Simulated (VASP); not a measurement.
# Pt5Se12 in VASP: single point with PBEsol

Aim: the single point of Pt5Se12 with PBEsol.

Everything below comes from runs of VASP 6.6.1. Logs are shortened: lines on timing, memory, paths and dates and some standing lists are left out, and cuts for length are marked.

### Step 1. The cell of the first run

The cell holds a slab with vacuum, 17 atoms: a = 3.761 Å, b = 8.129 Å, c = 26.125 Å, α = 90.00°, β = 90.00°, γ = 90.00°.

### Step 2. Single point, PBEsol

INCAR reads:

```
SYSTEM = Pt5Se12
PREC = Accurate ; ENCUT = 520
EDIFF = 1E-7 ; ISMEAR = 0
SIGMA = 0.1 ; LREAL = Auto
LASPH = .True. ; NELM = 100
ALGO = Normal ; ISIF = 2
LWAVE = .False. ; LCHARG = .True.
LDIPOL = .True. ; IDIPOL = 3
DIPOL = 0.5 0.5 0.500 ; GGA = PS
LELF = .True. ; LVHAR = .True.
LVACPOTAV = .True. ; NBANDS = 75
```

KPOINTS reads:

```
regular mesh
0
Gamma
  9 5 1
  0 0 0
```

POSCAR reads:

```
Pt5Se12
1.0
    3.7607248992      0.0000000000      0.0000000000
    0.0000000000      8.1290185437      0.0000000000
    0.0000000000      0.0000000000     26.1245932298
Se Pt
12 5
Direct
    0.0000000000      0.3073275223      0.2870858097
    0.5000000000      0.0137117495      0.3399934553
    0.5000000000      0.6283667940      0.3616699567
    0.0000000000      0.3347510212      0.4145776023
    0.0000000000      0.9494060657      0.4362541037
    0.5000000000      0.6557902930      0.4891617493
    0.5000000000      0.2704453375      0.5108382507
    0.0000000000      0.9768295647      0.5637458963
    0.0000000000      0.5914846092      0.5854223977
    0.5000000000      0.2978688365      0.6383300433
    0.5000000000      0.9125238810      0.6600065447
    0.0000000000      0.6189081082      0.7129141903
    0.5000000000      0.3210392717      0.3508317060
    0.0000000000      0.6420785435      0.4254158530
    0.5000000000      0.9631178152      0.5000000000
    0.0000000000      0.2841570870      0.5745841470
    0.5000000000      0.6051963587      0.6491682940
```

Potentials or basis: VASP PAW PBE potentials, release 64 (Se, Pt).

On the command line:

```sh
$ cat potpaw_PBE.64/Se/POTCAR potpaw_PBE.64/Pt/POTCAR > POTCAR
$ mpirun -np 1 vasp_std > vasp.out
```

OUTCAR:

```text
SYSTEM = Pt5Se12
   PREC = Accurate
   ENCUT = 520
   EDIFF = 1E-7
   ISMEAR = 0
   LREAL = Auto
   LASPH = .True.
   NELM = 100
   ISIF = 2
   GGA = PS

 ion  position               nearest neighbor table
   1  0.000  0.307  0.287-  13 2.51  13 2.51
   2  0.500  0.014  0.340-  13 2.51
   3  0.500  0.628  0.362-  14 2.51  14 2.51  13 2.51
   4  0.000  0.335  0.415-  13 2.51  13 2.51  14 2.51
   5  0.000  0.949  0.436-  14 2.51  15 2.51  15 2.51
   6  0.500  0.656  0.489-  15 2.51  14 2.51  14 2.51
   7  0.500  0.270  0.511-  16 2.51  16 2.51  15 2.51
   8  0.000  0.977  0.564-  15 2.51  15 2.51  16 2.51
   9  0.000  0.591  0.585-  16 2.51  17 2.51  17 2.51
  10  0.500  0.298  0.638-  17 2.51  16 2.51  16 2.51
  11  0.500  0.913  0.660-  17 2.51
  12  0.000  0.619  0.713-  17 2.51  17 2.51
  13  0.500  0.321  0.351-   2 2.51   1 2.51   1 2.51   4 2.51   4 2.51   3 2.51
  14  0.000  0.642  0.425-   5 2.51   3 2.51   3 2.51   6 2.51   6 2.51   4 2.51
  15  0.500  0.963  0.500-   6 2.51   5 2.51   8 2.51   5 2.51   8 2.51   7 2.51
  16  0.000  0.284  0.575-   9 2.51  10 2.51  10 2.51   7 2.51   7 2.51   8 2.51
  17  0.500  0.605  0.649-  10 2.51   9 2.51   9 2.51  12 2.51  12 2.51  11 2.51

  LATTYP: Found a simple orthorhombic cell.
 ALAT       =     3.7607248992
 B/A-ratio  =     2.1615562854
 C/A-ratio  =     6.9466908455

  Lattice vectors:

 A1 = (   3.7607248992,   0.0000000000,   0.0000000000)
 A2 = (   0.0000000000,   8.1290185437,   0.0000000000)
 A3 = (   0.0000000000,   0.0000000000,  26.1245932298)

Analysis of symmetry for initial positions (statically):
=====================================================================
 Subroutine PRICEL returns:
 Original cell was already a primitive cell.

 Routine SETGRP: Setting up the symmetry group for a
 simple orthorhombic supercell.

 Subroutine GETGRP returns: Found  4 space group operations
 (whereof  2 operations were pure point group operations)
 out of a pool of  8 trial point group operations.

The static configuration has the point symmetry C_1h.
 The point group associated with its full space group is C_2h.

Analysis of symmetry for dynamics (positions and initial velocities):
=====================================================================
 Subroutine PRICEL returns:
 Original cell was already a primitive cell.

 Routine SETGRP: Setting up the symmetry group for a
 simple orthorhombic supercell.

 Subroutine GETGRP returns: Found  4 space group operations
 (whereof  2 operations were pure point group operations)
 out of a pool of  8 trial point group operations.

The dynamic configuration has the point symmetry C_1h.
 The point group associated with its full space group is C_2h.

 Subroutine INISYM returns: Found  4 space group operations
 (whereof  2 operations are pure point group operations),
 and found     1 'primitive' translations

----------------------------------------------------------------------------------------

                                     Primitive cell

  volume of cell :     798.6550

  direct lattice vectors                    reciprocal lattice vectors
     3.760724899  0.000000000  0.000000000     0.265906182  0.000000000  0.000000000
     0.000000000  8.129018544  0.000000000     0.000000000  0.123016081  0.000000000
     0.000000000  0.000000000 26.124593230     0.000000000  0.000000000  0.038278108

  length of vectors
     3.760724899  8.129018544 26.124593230     0.265906182  0.123016081  0.038278108

  position of ions in fractional coordinates (direct lattice)
     0.000000000  0.307327522  0.287085810
     0.500000000  0.013711749  0.339993455
     0.500000000  0.628366794  0.361669957
     0.000000000  0.334751021  0.414577602
     0.000000000  0.949406066  0.436254104
     0.500000000  0.655790293  0.489161749
[... 9 lines left out ...]
     0.000000000  0.284157087  0.574584147
     0.500000000  0.605196359  0.649168294

  ion indices of the primitive-cell ions
   primitive index   ion index
                 1           1
                 2           2
                 3           3
                 4           4
                 5           5
                 6           6
[... 9 lines left out ...]
                16          16
                17          17

----------------------------------------------------------------------------------------

 KPOINTS: regular mesh

Automatic generation of k-mesh.
 Grid dimensions read from file:
 generate k-points for:    9    5    1

 Generating k-lattice:

  Cartesian coordinates                     Fractional coordinates (reciprocal lattice)
     0.029545131  0.000000000  0.000000000     0.111111111  0.000000000  0.000000000
     0.000000000  0.024603216  0.000000000     0.000000000  0.200000000  0.000000000
     0.000000000  0.000000000  0.038278108     0.000000000  0.000000000  1.000000000

  Length of vectors
     0.029545131  0.024603216  0.038278108

  Shift w.r.t. Gamma in fractional coordinates (k-lattice)
     0.000000000  0.000000000  0.000000000

 Subroutine IBZKPT returns following result:
 ===========================================

 Found     15 irreducible k-points:

 Following reciprocal coordinates:
            Coordinates               Weight
  0.000000  0.000000  0.000000      1.000000
  0.111111  0.000000  0.000000      2.000000
  0.222222  0.000000  0.000000      2.000000
  0.333333  0.000000  0.000000      2.000000
  0.444444  0.000000  0.000000      2.000000
  0.000000  0.200000  0.000000      2.000000
  0.111111  0.200000  0.000000      4.000000
  0.222222  0.200000  0.000000      4.000000
  0.333333  0.200000  0.000000      4.000000
  0.444444  0.200000  0.000000      4.000000
  0.000000  0.400000  0.000000      2.000000
  0.111111  0.400000  0.000000      4.000000
  0.222222  0.400000  0.000000      4.000000
  0.333333  0.400000  0.000000      4.000000
  0.444444  0.400000  0.000000      4.000000
   k-points           NKPTS =     15   k-points in BZ     NKDIM =     15   number of bands    NBANDS=     75
   number of dos      NEDOS =    301   number of ions     NIONS =     17
   total plane-waves  NPLWV = 329280
   dimension x,y,z NGX =    28 NGY =   60 NGZ =  196
   dimension x,y,z NGXF=    56 NGYF=  120 NGZF=  392
   ions per type =              12   5
   NGX,Y,Z   is equivalent  to a cutoff of  12.38, 12.27, 12.47 a.u.
   NGXF,Y,Z  is equivalent  to a cutoff of  24.76, 24.54, 24.95 a.u.
 SYSTEM =  Pt5Se12
   PREC   = accura    normal or accurate (medium, high low for compatibility)
   ISTART =      0    job   : 0-new  1-cont  2-samecut
   ICHARG =      2    charge: 1-file 2-atom 10-const
   ISPIN  =      1    spin polarized calculation?
   LNONCOLLINEAR =      F non collinear calculations
   LSORBIT =      F    spin-orbit coupling
   LASPH  =      T    aspherical Exc in radial PAW
   ENCUT  =  520.0 eV  38.22 Ry    6.18 a.u.   6.99 15.11 48.57*2*pi/ulx,y,z
   NELM   =    100;   NELMIN=  2; NELMDL= -5     # of ELM steps
   EDIFF  = 0.1E-06   stopping-criterion for ELM
   LREAL  =      T    real-space projection
   EDIFFG = 0.1E-05   stopping-criterion for IOM
   NSW    =      0    number of steps for IOM
   IBRION =     -1    ionic relax: 0-MD 1-quasi-New 2-CG
   NFREE  =      0    steps in history (QN), initial steepest desc. (CG)
   ISIF   =      2    stress and relaxation
   ISYM   =      2    0-nonsym 1-usesym 2-fastsym
   POTIM  = 0.5000    time-step for ionic-motion
   TEBEG  =    0.0;   TEEND  =   0.0 temperature during run
   PSTRESS=    0.0 pullay stress
   NELECT =     122.0000    total number of electrons
   NUPDOWN=      -1.0000    fix difference up-down
   EMIN   =  10.00;   EMAX   =-10.00  energy-range for DOS
   EFERMI =   0.00;   METHOD = LEGACY
   ISMEAR =     0;   SIGMA  =   0.10  broadening in eV -4-tet -1-fermi 0-gaus
   EFERMI_NEDOS =   21; number of points for ismear=-14 and -15
   IALGO  =     38    algorithm
   IMIX   =      4    mixing-type and parameters
     AMIX     =   0.40;   BMIX     =  1.00
     AMIX_MAG =   1.60;   BMIX_MAG =  1.00
  volume/ion in A,a.u.               =      46.98       317.03
  Fermi-wavevector in a.u.,A,eV,Ry     =   0.875135  1.653765 10.420174  0.765861
  Thomas-Fermi vector in A             =   1.994763
   LORBIT       =      0    0 simple, 1 ext, 2 COOP (PROOUT), +10 PAW based schemes
   GGA     = PS    functional components
   LHFCALC =     F    Hartree Fock is set to
   AEXX    =    0.0000 exact exchange contribution
   IVDW    =     0    specifies the selected vdW correction
   LEPSILON=     F    determine dielectric tensor
   LRPA    =     F    only Hartree local field effects (RPA)
 non-spin polarized calculation
 Gauss-broadening in eV      SIGMA  =   0.10
  energy-cutoff  :      520.00
  volume of cell :      798.66
 maximum number of plane-waves:     21588
 NGX is ok and might be reduce to    28
   NGX = 13   NGY = 31   NGZ = 97

 number of electron     121.9999992 magnetization

 dipolmoment           0.000000      0.000000     -0.000000 electrons x Angstroem

 Free energy of the ion-electron system (eV)
  ---------------------------------------------------
  ext. energy  EPLUGINS =         0.00000000
  ---------------------------------------------------
  free energy    TOTEN  =       -84.29035404 eV

  energy without entropy =      -84.23664192  energy(sigma->0) =      -84.26349798

 E-fermi :  -0.7069     XC(G=0):  -5.2591

 val. band max:       -0.7181030260   @ k =   0.1111   0.2000   0.0000
 cond. band min:      -0.6839446619   @ k =   0.0000   0.4000   0.0000
 fundamental gap:      0.0341583642
 Fermi energy:        -0.7069498794

 k-point     1 :       0.0000    0.0000    0.0000
  band No.  band energies     occupation
      1     -15.9027      2.00000
      2     -15.2502      2.00000
      3     -14.7035      2.00000
      4     -14.6383      2.00000
      5     -14.2887      2.00000
      6     -14.0529      2.00000
[... 65 lines left out ...]
     72       1.7481      0.00000
     73       1.8478      0.00000
[... 1062 lines left out ...]
     72       1.7777      0.00000
     73       1.8840      0.00000
 [bands above 73 left out]

------------------------ aborting loop because EDIFF is reached ----------------------------------------

  FORCE on cell =-STRESS in cart. coord.  units (eV):
  Direction    XX          YY          ZZ          XY          YZ          ZX
  --------------------------------------------------------------------------------------
  -------------------------------------------------------------------------------------
  Total       -9.3439180     -5.9856005     -4.8033590      0.0000000     -0.2124088      0.0000000
  in kB      -18.7447815    -12.0076796     -9.6359915      0.0000000     -0.4261121      0.0000000
  external PRESSURE =     -13.4628176 kB  Pullay stress =       0.0000000 kB

 VOLUME and BASIS-vectors are now :
 -----------------------------------------------------------------------------
  energy-cutoff  :      520.00
  volume of cell :      798.66
      direct lattice vectors                 reciprocal lattice vectors
     3.760724899  0.000000000  0.000000000     0.265906182  0.000000000  0.000000000
     0.000000000  8.129018544  0.000000000     0.000000000  0.123016081  0.000000000
     0.000000000  0.000000000 26.124593230     0.000000000  0.000000000  0.038278108

 POSITION                                       TOTAL-FORCE (eV/Angst)
 -----------------------------------------------------------------------------------
      0.00000      2.49827      7.50000         0.000000     -0.110793      0.596139
      1.88036      0.11146      8.88219         0.000000      0.536771      0.174608
      1.88036      5.10801      9.44848         0.000000      0.256488     -0.005416
      0.00000      2.72120     10.83067         0.000000      0.023558     -0.229369
      0.00000      7.71774     11.39696         0.000000      0.113660     -0.673017
      1.88036      5.33093     12.77915         0.000000      0.173631     -0.033375
[... 9 lines left out ...]
      0.00000      2.30992     15.01078         0.000000      0.248608      0.011751
      1.88036      4.91965     16.95926         0.000000      0.581073     -0.010459
 -----------------------------------------------------------------------------------
    total drift:                                0.000000     -0.000003     -0.000009

  FREE ENERGIE OF THE ION-ELECTRON SYSTEM (eV)
  ---------------------------------------------------
  free  energy   TOTEN  =       -84.2903540365 eV

  energy  without entropy=      -84.2366419159  energy(sigma->0) =      -84.26349798

 vacuum level on the upper side and lower side of the slab         4.880         4.880
```

It took 17 min on 1 thread of AMD EPYC 9R45 (Zen 5), shared host; peak memory 0.96 GiB.

What came out:

```
Free energy            : -84.2904 eV
Largest force          : 0.683 eV/Å
Band gap on the k mesh : zero (bands 61 and 62 overlap by 0.42 eV)
```

Forces in eV/Å, atoms in the order of the input:
```
Se   0.000 -0.111  0.596
Se   0.000  0.537  0.175
Se   0.000  0.256 -0.005
Se   0.000  0.024 -0.229
Se   0.000  0.114 -0.673
Se   0.000  0.174 -0.033
Se   0.000 -0.174  0.033
Se   0.000 -0.114  0.673
Se   0.000 -0.024  0.229
Se   0.000 -0.256  0.005
Se   0.000 -0.537 -0.175
Se   0.000  0.111 -0.596
Pt   0.000 -0.581  0.010
Pt   0.000 -0.249 -0.012
Pt   0.000  0.000  0.000
Pt   0.000  0.249  0.012
Pt   0.000  0.581 -0.010
```

Caveat: the PAW data sets were made with another functional, which shifts forces and pressure a little; spin-orbit coupling is left out, which moves the levels of the heavy elements.
